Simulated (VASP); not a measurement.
Write the native input for VASP 6.6.1 that does the following.

| Item | Value |
| --- | --- |
| Task | single point |
| Functional | PBE |
| Potentials or basis | VASP PAW PBE potentials, release 64 (Cd, Sb, O) |
| Cutoff | 520 eV |
| k mesh | 4 × 4 × 8 |
| Occupations | gaussian, width 0.01 eV |
| Spin | no spin polarisation |
| Dipole correction | no |
| Further INCAR settings | ALGO = Normal; EDIFF = 1e-07; NBANDS = 59 |

The structure of CdSb2O4 lies in POSCAR:

```
CdSb2O4
1.0
    7.1758034345      0.0000000000      0.0000000000
    0.0000000000     10.0392033966      0.0000000000
    0.0000000000      0.0000000000      3.3937186079
Cd Sb O
2 4 8
Direct
    0.5000000000      0.5000000000      0.0000000000
    0.0000000000      0.0000000000      0.0000000000
    0.1137171859      0.7058481290      0.5000000000
    0.8862828141      0.2941518710      0.5000000000
    0.6137171859      0.7941518710      0.5000000000
    0.3862828141      0.2058481290      0.5000000000
    0.6964536080      0.6899231943      0.0000000000
    0.3035463920      0.3100768057      0.0000000000
    0.6007100045      0.3606021331      0.5000000000
    0.3992899955      0.6393978669      0.5000000000
    0.1964536080      0.8100768057      0.0000000000
    0.8035463920      0.1899231943      0.0000000000
    0.8992899955      0.8606021331      0.5000000000
    0.1007100045      0.1393978669      0.5000000000
```

One way to write it, as run:

INCAR

```
SYSTEM = CdSb2O4
ALGO = Normal ; EDIFF = 1E-7
ENCUT = 520 ; GGA = PE
ISIF = 2 ; ISMEAR = 0
LASPH = .True. ; LCHARG = .True.
LELF = .True. ; LREAL = .False.
LVHAR = .True. ; LWAVE = .False.
NBANDS = 59 ; NELM = 100
PREC = Accurate ; SIGMA = 0.01
```

KPOINTS

```
k-points
0
Gamma
  4 4 8
  0 0 0
```

Potentials or basis: VASP PAW PBE potentials, release 64 (Cd, Sb, O).

Launch:

```bash
$ cat potpaw_PBE.64/Cd/POTCAR potpaw_PBE.64/Sb/POTCAR potpaw_PBE.64/O/POTCAR > POTCAR
$ mpirun -np 1 vasp_std > vasp.out
```

Results of the run:

```yaml
Pressure: 0.0 GPa
Largest_force: 0.101 eV/Å
Band_gap_on_the_k_mesh: 2.27 eV (least direct gap 2.44 eV)
```

Caveat: spin-orbit coupling is left out, which moves the levels of the heavy elements.

Run time: 18 min on 1 thread of Oxide Virtual Turin-like Processor, on a shared host, peak memory 0.64 GiB.
